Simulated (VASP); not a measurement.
A run of VASP 6.6.1 is set up as follows.

The input INCAR:

```
ALGO = Normal
EDIFF = 1E-6
ENCUT = 400
GGA = PS
GGA_COMPAT = False
ISIF = 2
ISMEAR = 0
ISPIN = 2
LASPH = True
LCHARG = False
LMAXMIX = 4
LORBIT = 11
LREAL = False
LWAVE = False
MAGMOM = 1.5 1.5 1.5 1.5
NBANDS = 36
NELM = 200
PREC = Accurate
SIGMA = 0.05
```

Contents of KPOINTS:

```
k-points
0
Gamma
  1 1 12
```

File POSCAR:

```
Zr
1.0
   11.9000000000      0.0000000000      0.0000000000
    0.0000000000      9.3000000000      0.0000000000
    0.0000000000      0.0000000000      5.3098403538
Zr
4
Direct
    0.3887760625      0.5000000000      0.0000000000
    0.3887760625      0.5000000000      0.5000000000
    0.6112239375      0.5000000000      0.0000000000
    0.6112239375      0.5000000000      0.5000000000
```

Potentials or basis: VASP PAW PBE potentials, release 64 (Zr_sv).

Command:

```sh
$ cat potpaw_PBE.64/Zr_sv/POTCAR > POTCAR
$ mpirun -np 1 vasp_std > vasp.out
```

Question: What does it give for the site moments?

Answer: Zr +0.15 μB.

Question: What does it give for the net moment?

Answer: 1.33 μB per cell.

Forces in eV/Å, atoms in the order of the input:
```
Zr  -0.021  0.000  0.000
Zr  -0.021  0.000  0.000
Zr   0.021  0.000  0.000
Zr   0.021  0.000  0.000
```

Caveat: the PAW data sets were made with another functional, which shifts forces and pressure a little.
